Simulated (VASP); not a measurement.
Input of a VASP 6.6.1 run:

The input POSCAR:

```
Ge
1.0
    1.3272915500     -2.4704902000      0.0000000000
    1.3272915500      2.4704902000      0.0000000000
    0.0000000000      0.0000000000      2.6982310000
Ge
1
Direct
    0.5000000000      0.5000000000      0.0000000000
```

Contents of INCAR.step1:

```
SYSTEM = Ge
ALGO = Normal
EDIFF = 1E-5
ENCUT = 550
GGA = PE
GGA_COMPAT = .FALSE.
ISMEAR = 0
LASPH = .TRUE.
LCHARG = .FALSE.
LREAL = .FALSE.
LWAVE = .TRUE.
NBANDS = 13
NELM = 120
PREC = Accurate
SIGMA = 0.15
```

The input INCAR.step2:

```
SYSTEM = Ge
ALGO = Normal
EDIFF = 1E-6
ENCUT = 550
GGA_COMPAT = .FALSE.
ISIF = 2
ISMEAR = 0
ISTART = 1
LASPH = .TRUE.
LCHARG = .FALSE.
LMIXTAU = .TRUE.
LREAL = .FALSE.
LWAVE = .FALSE.
METAGGA = R2SCAN
NBANDS = 13
NELM = 120
PREC = Accurate
SIGMA = 0.15
```

File KPOINTS:

```
k-points
0
G
  20 20 18
  0 0 0
```

Potentials or basis: VASP PAW PBE potentials, release 64 (Ge_d).

Run with:

```bash
$ cat potpaw_PBE.64/Ge_d/POTCAR > POTCAR
$ cp INCAR.step1 INCAR
$ mpirun -np 1 vasp_std > vasp.out
$ cp INCAR.step2 INCAR
$ mpirun -np 1 vasp_std > vasp.out
```

(1) Estimate the band gap on the k mesh.

(2) What does it give for the pressure?

Results:

(1) zero (band 7 reaches 13.88 eV, above the bottom of band 8 at 3.93 eV).

(2) 5.2 GPa.

Caveat: the cell differs from its parent crystal (strain -0.050 along x and y, +0.000 along z); the PAW data sets were made with another functional, which shifts forces and pressure a little.
